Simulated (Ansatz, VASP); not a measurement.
Two plane-wave programs on Sb

```
Sb
1.0
     2.17060    1.25320    3.87109
    -2.17060    1.25320    3.87109
     0.00000   -2.50640    3.87109
Sb
2
Direct
  0.23130 0.23130 0.23130
  0.76870 0.76870 0.76870
```

Alike in both runs: task single point; functional r2SCAN; k mesh 9 × 9 × 9; occupations fermi-dirac, width 0.6 eV; no spin polarisation.

|  | VASP | Ansatz |
| --- | --- | --- |
| version | VASP 6.6.1 | Ansatz 0.2.0 |
| potentials or method | VASP PAW PBE potentials, release 64 (Sb), cutoff 520 eV | plane waves (500 eV) with PAW, scalar-relativistic |
| valence electrons in the cell | 10 | 30 |

Ansatz gave:

- pressure (GPa): 1.0
- traceless stress, the component that is largest in VASP (GPa): -0.24

Question: Which values does VASP return?

Answer: Pressure (GPa): 1.1; traceless stress, the component that is largest in VASP (GPa): -0.28.

VASP's potentials were made for PBE, not for r2SCAN. VASP's potentials hold 10 valence electrons a cell and Ansatz's 30, so a difference there can come from the potentials and not from the codes.

Neither program's run includes spin-orbit coupling.
